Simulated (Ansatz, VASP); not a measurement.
CuF: VASP beside Ansatz

The input POSCAR:

```
CuF
1.0
    2.7384616677      0.0000000000      0.0000000000
    0.0000000000      2.7384616677      0.0000000000
    0.0000000000      0.0000000000      2.7384616677
Cu F
1 1
Direct
    0.0000000000      0.0000000000      0.0000000000
    0.5000000000      0.5000000000      0.5000000000
```

INCAR.step1

```
SYSTEM = CuF
PREC = Accurate
ENCUT = 520
EDIFF = 1E-5
ISMEAR = 0
SIGMA = 0.01
LREAL = .False.
LASPH = .True.
NELM = 80
ALGO = Normal
ISIF = 2
LWAVE = .True.
LCHARG = .False.
NBANDS = 16
GGA = PE
```

Contents of INCAR.step2:

```
SYSTEM = CuF
PREC = Accurate
ENCUT = 520
EDIFF = 1E-6
ISMEAR = 0
SIGMA = 0.01
LREAL = .False.
LASPH = .True.
NELM = 80
ALGO = Normal
ISIF = 2
LWAVE = .False.
LCHARG = .False.
GGA = PE
LHFCALC = .True.
AEXX = 0.25
PRECFOCK = Normal
NBANDS = 16
ISTART = 1
```

Contents of KPOINTS:

```
regular mesh
0
Gamma
  6 6 6
  0 0 0
```

Input for Ansatz:

```yaml
crystal:
  lattice:
    - [2.7384616677, 0.0, 0.0]
    - [0.0, 2.7384616677, 0.0]
    - [0.0, 0.0, 2.7384616677]
  atoms:
    - { symbol: Cu, position: [0.0, 0.0, 0.0] }
    - { symbol: F, position: [0.5, 0.5, 0.5] }
kpoints:
  mp_grid: { grid: [6, 6, 6] }
  band_path:
    path: [[0.0, 0.0, 0.0], [0.0, 0.5, 0.0], [0.5, 0.5, 0.0], [0.5, 0.5, 0.5]]
    npoints: 1
hamiltonian:
  xc: pbe0
scf:
  occupations: { method: fixed }
  n_extra_bands: 4
output:
  forces: true
  stress: true
  eigenvalues: true
```

Alike in both runs: task single point; functional PBE0; k mesh 6 × 6 × 6; no spin polarisation.

|  | VASP | Ansatz |
| --- | --- | --- |
| version | VASP 6.6.1 | Ansatz 0.2.0 |
| potentials or method | VASP PAW PBE potentials, release 64 (Cu, F) | plane waves, PAW |
| plane-wave cutoff (eV) | 520 | 420 |
| occupations | gaussian, width 0.01 eV | fixed |
| valence electrons in the cell | 18 | 26 |

```tsv
	VASP	Ansatz	Ansatz less VASP
pressure (GPa)	2.7	2.7	-0.05
```

VASP's potentials hold 18 valence electrons a cell and Ansatz's 26, so a difference there can come from the potentials and not from the codes. Ansatz's warnings: little group invariance lost, metallic iterate, metallic semilocal start, stress exchange threshold loose, stress scf threshold loose.

The k mesh is coarse, so the values compare programs but aren't converged.
